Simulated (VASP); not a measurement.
Input of a VASP 6.6.1 run:

File INCAR:

```
PREC = Accurate ; ENCUT = 520
EDIFF = 1E-7 ; ISMEAR = -1
SIGMA = 0.05 ; LREAL = Auto
LASPH = True ; NELM = 60
ALGO = Normal ; ISIF = 2
LWAVE = False ; LCHARG = False
GGA = PS ; NBANDS = 160
NELECT = 270.0
```

Contents of KPOINTS:

```
Automatic mesh
0
Gamma
  2 2 2
```

The input POSCAR:

```
Li7Nb8O24
1.0
   -5.2028130000     -3.0038450000      4.6691290000
    5.2028130000     -3.0038450000      4.6691290000
    0.0000000000      6.0076910000      4.6691290000
Li Nb O
7 8 24
Direct
    0.2331839159      0.2429670851      0.2456324408
    0.7323610161      0.8258296839      0.7508480951
    0.7178432236      0.7607623137      0.2277084241
    0.2456086769      0.2956585250      0.7291624649
    0.1451222798      0.6944981655      0.1797345564
    0.1776809634      0.7182923596      0.6847497626
    0.6970049448      0.2719848643      0.1866432866
   -0.0502970407      0.0216255904     -0.0539349631
    0.4177846131      0.4978182411      0.4297872603
    0.4855757847      0.5454664631     -0.0738401658
   -0.0526288813     -0.0142457989      0.4550198781
    0.4559617880     -0.0132267067      0.4905224920
   -0.0354977920      0.4925434811     -0.0186769912
   -0.0830837020      0.4604491907      0.4907621641
    0.4319576274      0.0386127195     -0.0244485970
    0.4902819934      0.4801720778      0.1841295781
    0.1776984455      0.5359469545      0.3909289221
    0.3708403444      0.2409682925      0.4631027652
    0.6867724240      0.4225499736      0.4909760734
    0.3766201056      0.5637880857      0.6966637337
    0.5072840615      0.7148640764      0.4107474192
   -0.0136602151      0.9509525819      0.1931326011
    0.6756794576      0.0534583629      0.3903857566
    0.8958927095      0.7376321685      0.4967225407
    0.2115118017      0.9018114531      0.4767805954
    0.8791451824      0.0282401047      0.7072841726
   -0.0194125885      0.2303369220      0.4130678500
    0.0188356353      0.4138142748      0.7190638249
    0.7129229137      0.5726141999      0.8753370023
    0.8706536274      0.2530069813      0.0083064027
    0.1955170410      0.4445553977      0.0213357169
    0.8661875056      0.5399793563      0.2185044633
    0.0092848032      0.7263776528      0.9325073461
    0.5143238726      0.9248902335      0.7014635235
    0.1853482360      0.0378126624      0.8804282292
    0.3791929855      0.7521258585      0.0065593342
    0.6708608455      0.9363133998     -0.0173274023
    0.3974429456      0.0488046225      0.2177306600
    0.4908156057      0.2538668628      0.8915756002
```

Potentials or basis: VASP PAW PBE potentials, release 64 (Li_sv, Nb_sv, O).

Run with:

```console
$ cat potpaw_PBE.64/Li_sv/POTCAR potpaw_PBE.64/Nb_sv/POTCAR potpaw_PBE.64/O/POTCAR > POTCAR
$ mpirun -np 1 vasp_std > vasp.out
```

(1) What does it give for the largest force?

Results:

(1) 4.986 eV/Å.

Caveat: the cell carries a net charge on a neutralising background, which shifts energy and pressure; the atoms stand as in a frame of molecular dynamics; the PAW data sets were made with another functional, which shifts forces and pressure a little.
